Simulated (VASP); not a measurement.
# Al3Ni5 (Cmmm) in VASP: settings compared, part 2 of 2

VASP 6.6.1.

### 4 Relaxation of cell and atoms, LDA

This run uses another cell than the first one, of 11.30 Å³/atom.

INCAR reads:

```
SYSTEM = Al3Ni5
PREC     = Accurate       ! precision mode
ENCUT    = 600            ! plane-wave cutoff, eV
EDIFF    = 1E-6           ! SCF threshold, eV
ISMEAR   = 0              ! smearing method
SIGMA    = 0.1            ! smearing width, eV
LREAL    = .FALSE.        ! projectors in reciprocal space
LASPH    = .TRUE.         ! aspherical terms in the spheres
NELM     = 100            ! most SCF steps
ALGO     = Fast           ! electronic algorithm
ISIF     = 3              ! what is computed and relaxed
LWAVE    = .FALSE.        ! write WAVECAR
LCHARG   = .FALSE.        ! write CHGCAR
IBRION   = 2              ! ionic algorithm
NSW      = 80             ! ionic steps
EDIFFG   = -0.01          ! ionic threshold
```

KPOINTS reads:

```
regular mesh
0
G
  8 8 10
  0 0 0
```

POSCAR reads:

```
Al3Ni5
1.0
    3.2778494058     -3.7004715487      0.0000000000
    3.2778494058      3.7004715487      0.0000000000
    0.0000000000      0.0000000000      3.7252733700
Al Ni
3 5
Direct
    0.5000000000      0.5000000000      0.0000000000
    0.7787370100      0.2212629900      0.5000000000
    0.2212629900      0.7787370100      0.5000000000
    0.0000000000      0.0000000000      0.0000000000
    0.0000000000      0.5000000000      0.0000000000
    0.5000000000      0.0000000000      0.0000000000
    0.2758920500      0.2758920500      0.5000000000
    0.7241079500      0.7241079500      0.5000000000
```

Potentials or basis: VASP PAW LDA potentials, release 64 (Al, Ni).

Launch:

```console
cat potpaw_LDA.64/Al/POTCAR potpaw_LDA.64/Ni/POTCAR > POTCAR
mpirun -np 1 vasp_std > vasp.out
```

OUTCAR:

```text
SYSTEM = Al3Ni5
   PREC = Accurate
   ENCUT = 600
   EDIFF = 1E-6
   ISMEAR = 0
   LREAL = .FALSE.
   LASPH = .TRUE.
   NELM = 100
   ISIF = 3
   IBRION = 2
   NSW = 80
   EDIFFG = -0.01

 ion  position               nearest neighbor table
   1  0.500  0.500  0.000-   7 2.37   8 2.37   7 2.37   8 2.37   5 2.47   6 2.47   6 2.47   5 2.47
                             2 2.78   3 2.78   2 2.78   3 2.78
   2  0.779  0.221  0.500-   7 2.44   8 2.44   4 2.48   4 2.48   6 2.49   5 2.49   5 2.49   6 2.49
                             8 2.53   7 2.53   1 2.78   1 2.78   3 3.28   3 3.31   3 3.31
   3  0.221  0.779  0.500-   7 2.44   8 2.44   4 2.48   4 2.48   6 2.49   5 2.49   5 2.49   6 2.49
                             8 2.53   7 2.53   1 2.78   1 2.78   2 3.28   2 3.31   2 3.31
   4  0.000  0.000  0.000-   5 2.47   6 2.47   5 2.47   6 2.47   2 2.48   3 2.48   2 2.48   3 2.48
                             7 2.60   8 2.60   7 2.60   8 2.60
   5  0.000  0.500  0.000-   1 2.47   4 2.47   4 2.47   1 2.47   2 2.49   3 2.49   3 2.49   2 2.49
                             7 2.63   8 2.63   7 2.63   8 2.63
   6  0.500  0.000  0.000-   1 2.47   4 2.47   1 2.47   4 2.47   2 2.49   3 2.49   3 2.49   2 2.49
                             7 2.63   8 2.63   7 2.63   8 2.63
   7  0.276  0.276  0.500-   1 2.37   1 2.37   3 2.44   2 2.44   2 2.53   3 2.53   4 2.60   4 2.60
                             5 2.63   6 2.63   5 2.63   6 2.63   8 2.94
   8  0.724  0.724  0.500-   1 2.37   1 2.37   3 2.44   2 2.44   2 2.53   3 2.53   4 2.60   4 2.60
                             5 2.63   6 2.63   5 2.63   6 2.63   7 2.94

  LATTYP: Found a base centered orthorhombic cell.
 ALAT       =     6.5556988116
 B/A-ratio  =     1.1289327515
 C/A-ratio  =     0.5682496218

  Lattice vectors:

 A1 = (   3.2778494058,  -3.7004715487,   0.0000000000)
 A2 = (   3.2778494058,   3.7004715487,   0.0000000000)
[... 198 lines left out ...]

 k-point     1 :       0.0000    0.0000    0.0000
  band No.  band energies     occupation
      1      -0.8939      2.00000
      2       3.8683      2.00000
      3       4.0229      2.00000
      4       4.8958      2.00000
      5       5.4854      2.00000
      6       5.6701      2.00000
[... 1022 lines left out ...]
  FREE ENERGIE OF THE ION-ELECTRON SYSTEM (eV)
  ---------------------------------------------------
  free  energy   TOTEN  =       -50.3990915387 eV

  energy  without entropy=      -50.3781609009  energy(sigma->0) =      -50.38862622

[... ionic steps 4 to 8 ...]

--------------------------------------- Ionic step        9  -------------------------------------------

 number of electron      59.0000005 magnetization

------------------------ aborting loop because EDIFF is reached ----------------------------------------
[... 79 lines left out ...]
--------------------------------------- Ionic step       11  -------------------------------------------

 number of electron      59.0000003 magnetization

 Free energy of the ion-electron system (eV)
  ---------------------------------------------------
  ext. energy  EPLUGINS =         0.00000000
  ---------------------------------------------------
  free energy    TOTEN  =       -50.39976207 eV

  energy without entropy =      -50.37920726  energy(sigma->0) =      -50.38948467

 E-fermi :  10.3711     XC(G=0): -12.9309

 val. band max:       10.3687922578   @ k =  -0.1250   0.1250   0.0000
 cond. band min:      10.3722242216   @ k =   0.5000   0.3750   0.5000
 fundamental gap:      0.0034319638
 Fermi energy:        10.3711248402

 k-point     1 :       0.0000    0.0000    0.0000
  band No.  band energies     occupation
      1      -0.6892      2.00000
      2       4.1608      2.00000
      3       4.2881      2.00000
      4       5.1753      2.00000
      5       5.7377      2.00000
      6       5.9609      2.00000
[... 938 lines left out ...]
  FREE ENERGIE OF THE ION-ELECTRON SYSTEM (eV)
  ---------------------------------------------------
  free  energy   TOTEN  =       -50.3997620707 eV

  energy  without entropy=      -50.3792072603  energy(sigma->0) =      -50.38948467

 reached required accuracy - stopping structural energy minimisation
```

It took 56 min on 1 thread of Oxide Virtual Turin-like, shared host; peak memory 0.44 GiB.

Results:

| Property | Result |
| --- | --- |
| Free energy | -50.3998 eV |
| Relaxed volume | 10.96 Å³/atom |
| Relaxed cell | a = 4.894 Å, b = 4.894 Å, c = 3.688 Å, α = 90.00°, β = 90.00°, γ = 96.77° |
| Space group after relaxing (to 0.1 Å) | Cmmm (No. 65) |
| Energy gained by relaxing | 6.2 meV/atom |
| Ionic steps | 11 |
| Pressure after relaxing | 0.0 GPa |
| Largest force after relaxing | 0.008 eV/Å |
| Band gap on the k mesh | zero (an odd number of electrons rules out a gap without spin polarisation) |

Forces in eV/Å, atoms in the order of the input:
```
Al   0.000  0.000  0.000
Al   0.000 -0.008  0.000
Al   0.000  0.008  0.000
Ni   0.000  0.000  0.000
Ni   0.000  0.000  0.000
Ni   0.000  0.000  0.000
Ni   0.000  0.000  0.000
Ni   0.000  0.000  0.000
```

Step by step:
| step | energy change (eV) | largest force (eV/Å) | pressure (GPa) | volume (Å³) |
| --- | --- | --- | --- | --- |
| 1 | 0.0000 | 0.1161 | -5.60 | 90.37 |
| 2 | -0.0053 | 0.0288 | 6.02 | 85.30 |
| 3 | -0.0487 | 0.0562 | 0.03 | 87.70 |
| 4 | -0.0487 | 0.0576 | -0.13 | 87.75 |
| 5 | -0.0489 | 0.0373 | -0.09 | 87.76 |
| 6 | -0.0492 | 0.0321 | -0.12 | 87.77 |
| 7 | -0.0493 | 0.0107 | 0.28 | 87.63 |
| 8 | -0.0493 | 0.0213 | 0.10 | 87.67 |
| 9 | -0.0493 | 0.0171 | 0.12 | 87.66 |
| 10 | -0.0494 | 0.0111 | 0.00 | 87.71 |
| 11 | -0.0494 | 0.0079 | 0.03 | 87.70 |

Final structure:
```xyz
8
Lattice="3.2503 -3.6587 0.0000 3.2503 3.6587 0.0000 0.0000 0.0000 3.6876" Properties=species:S:1:pos:R:3 pbc="T T T"
Al    3.2503    0.0000    0.0000
Al    3.2503   -2.0506    1.8438
Al    3.2503    2.0506    1.8438
Ni    0.0000    0.0000    0.0000
Ni    1.6251    1.8293    0.0000
Ni    1.6251   -1.8293    0.0000
Ni    1.7994    0.0000    1.8438
Ni    4.7012    0.0000    1.8438
```

Levels at points of the mesh, in eV from the Fermi level:
```
           k point  band 26  band 27  band 28  band 29  band 30  band 31  band 32  band 33
(0.00, 0.00, 0.00)    -1.01    -0.90    -0.78    -0.69    -0.61     0.09     0.47     2.12
(0.50, 0.00, 0.00)    -1.04    -1.04    -0.82    -0.30    -0.27     1.21     2.04     2.29
(0.50, 0.50, 0.00)    -1.18    -1.14    -1.10    -0.61     3.20     3.37     3.62     3.78
(0.00, 0.00, 0.50)    -1.50    -1.28    -1.17    -0.76    -0.76    -0.38     2.23     2.57
(0.50, 0.00, 0.50)    -1.31    -1.22    -1.15    -0.60     0.71     1.01     1.01     1.06
(0.50, 0.50, 0.50)    -1.42    -1.32    -1.30    -1.10    -0.15    -0.13     0.09     0.13
```

### 5 Overview

| task | level | potentials or basis | cell | cutoff (eV) | gap on the mesh (eV) | pressure (GPa) | largest force (eV/Å) |
| --- | --- | --- | --- | --- | --- | --- | --- |
| single point | LDA | VASP PAW LDA potentials, release 64 (Al, Ni) | a = 4.894, b = 4.894, c = 3.683 Å, angles 90.0, 90.0, 96.6°, 8 atoms, atomic positions A | 520 | none | 0.4 | 0.01 |
| single point | PBEsol | VASP PAW PBE potentials, release 64 (Al, Ni) | a = 4.947, b = 4.947, c = 3.720 Å, angles 90.0, 90.0, 96.5°, 8 atoms, atomic positions B | 520 | none | 0.2 | 0.01 |
| relaxation of cell and atoms | LDA | VASP PAW LDA potentials, release 64 (Al, Ni) | relaxed from a = 4.943, b = 4.943, c = 3.725 Å, angles 90.0, 90.0, 96.9°, 8 atoms, atomic positions C | 600 | none | 0.0 | 0.01 |

Alike in all rows: no spin polarisation; k mesh 8 × 8 × 10; smearing gaussian 0.1 eV.

Caveats: the PAW data sets were made with another functional, which shifts forces and pressure a little (at least some runs).

Absolute energies hang on the potentials; compare differences alone.
